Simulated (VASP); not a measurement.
A run of VASP 6.6.1:

The input INCAR:

```
SYSTEM = HgTe
ALGO = Normal
EDIFF = 1E-7
ENCUT = 520
GGA = PS
ISIF = 2
ISMEAR = 0
LASPH = .TRUE.
LCHARG = .FALSE.
LREAL = .FALSE.
LWAVE = .FALSE.
NBANDS = 16
NELM = 80
PREC = Accurate
SIGMA = 0.15
```

File KPOINTS:

```
k-points
0
G
  14 14 14
  0 0 0
```

File POSCAR:

```
HgTe
1.0
    0.0120881250      3.2235000000      3.2235000000
    3.2235000000      0.0120881250      3.2235000000
    3.2355881250      3.2355881250      0.0000000000
Hg Te
1 1
Direct
    0.0000000000      0.0000000000      0.0000000000
    0.7500000000      0.7500000000      0.7500000000
```

Potentials or basis: VASP PAW PBE potentials, release 64 (Hg, Te).

Launch:

```console
$ cat potpaw_PBE.64/Hg/POTCAR potpaw_PBE.64/Te/POTCAR > POTCAR
$ mpirun -np 1 vasp_std > vasp.out
```

Hardware: 1 thread of Intel(R) Xeon(R) 6975P-C (Granite Rapids), on a shared host.

Question: How long does it take, and how much memory?

Answer: It took 3.2 min on 1 thread of Intel(R) Xeon(R) 6975P-C (Granite Rapids), on a shared host, peak memory 0.58 GiB. Counts: scf iterations 13, k points 428.
